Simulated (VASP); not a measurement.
A run of VASP 6.6.1:

Contents of POSCAR:

```
Li
1.0
   -1.7546500000      1.7546500000      1.7546500000
    1.7546500000     -1.7546500000      1.7546500000
    1.7546500000      1.7546500000     -1.7546500000
Li
1
Direct
    0.0000000000      0.0000000000      0.0000000000
```

The input INCAR.step1:

```
  ALGO = Normal
  EDIFF = 1E-6
  ENCUT = 800
  GGA = PE
  GGA_COMPAT = False
  ISMEAR = 1
  LASPH = True
  LCHARG = True
  LREAL = False
  LWAVE = False
  NBANDS = 16
  NELM = 120
  PREC = Accurate
  SIGMA = 0.1
```

Contents of KPOINTS.step1:

```
k-points
0
Gamma
  12 12 12
```

INCAR.step2

```
  ALGO = Normal
  EDIFF = 1E-6
  EMAX = 8.4476
  EMIN = -16.5524
  ENCUT = 800
  GGA = PE
  GGA_COMPAT = False
  ICHARG = 11
  ISMEAR = -5
  LASPH = True
  LCHARG = False
  LORBIT = 11
  LREAL = False
  LWAVE = False
  NBANDS = 16
  NEDOS = 4001
  NELM = 120
  PREC = Accurate
```

Contents of KPOINTS.step2:

```
Automatic mesh
0
Gamma
  32 32 32
  0 0 0
```

Potentials or basis: VASP PAW PBE potentials, release 64 (Li_sv).

The run is started by

```bash
$ cat potpaw_PBE.64/Li_sv/POTCAR > POTCAR
$ cp INCAR.step1 INCAR
$ cp KPOINTS.step1 KPOINTS
$ mpirun -np 1 vasp_std > vasp.out
$ cp INCAR.step2 INCAR
$ cp KPOINTS.step2 KPOINTS
$ mpirun -np 1 vasp_std > vasp.out
```

Hardware: 1 thread of Intel(R) Xeon(R) 6975P-C (Granite Rapids) (shared host).

Problem. How long does it take, and how much memory?

Solution. Wall time 100 s on 1 thread of Intel(R) Xeon(R) 6975P-C (Granite Rapids), on a shared host, peak memory 0.55 GiB. Counts: k points 897.
